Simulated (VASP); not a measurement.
Here is a VASP 6.6.1 calculation.

POSCAR

```
Al
1.0
    3.1887371512      3.1887371512     -3.1887371512
   -3.1887371512     -3.1887371512     -3.1887371512
   -3.1887371512      3.1887371512      3.1887371512
Al
8
Direct
    0.0000000000      0.5000000000      0.0000000000
    0.5000000000      0.5000000000      0.0000000000
    0.0000000000      0.5000000000      0.5000000000
    0.5000000000      0.5000000000      0.5000000000
    0.0000000000      0.0000000000      0.0000000000
    0.5000000000      0.0000000000      0.0000000000
    0.0000000000      0.0000000000      0.5000000000
    0.5000000000      0.0000000000      0.5000000000
```

The input INCAR.step1:

```
SYSTEM = Al
  PREC = Accurate
  ENCUT = 520
  ISMEAR = 0
  SIGMA = 0.15
  LREAL = .FALSE.
  LASPH = .TRUE.
  NELM = 100
  NBANDS = 22
  GGA = PE
  ALGO = Normal
  EDIFF = 1E-4
  LWAVE = .TRUE.
  LCHARG = .FALSE.
```

The input INCAR.step2:

```
SYSTEM = Al
  PREC = Accurate
  ENCUT = 520
  EDIFF = 1E-6
  ISMEAR = 0
  SIGMA = 0.15
  LREAL = .FALSE.
  LASPH = .TRUE.
  NELM = 100
  ALGO = Normal
  ISIF = 2
  LWAVE = .FALSE.
  LCHARG = .FALSE.
  METAGGA = R2SCAN
  LMIXTAU = .TRUE.
  NBANDS = 22
  ISTART = 1
```

File KPOINTS:

```
Automatic mesh
0
G
  14 14 14
  0 0 0
```

Potentials or basis: VASP PAW PBE potentials, release 64 (Al).

Command:

```console
$ cat potpaw_PBE.64/Al/POTCAR > POTCAR
$ cp INCAR.step1 INCAR
$ mpirun -np 1 vasp_std > vasp.out
$ cp INCAR.step2 INCAR
$ mpirun -np 1 vasp_std > vasp.out
```

Task: What does it give for the pressure?

Result: -0.4 GPa.

Task: What does it give for the band gap on the k mesh?

Result: Zero (band 12 reaches 9.91 eV, above the bottom of band 13 at 4.19 eV).

Caveat: the PAW data sets were made with another functional, which shifts forces and pressure a little.
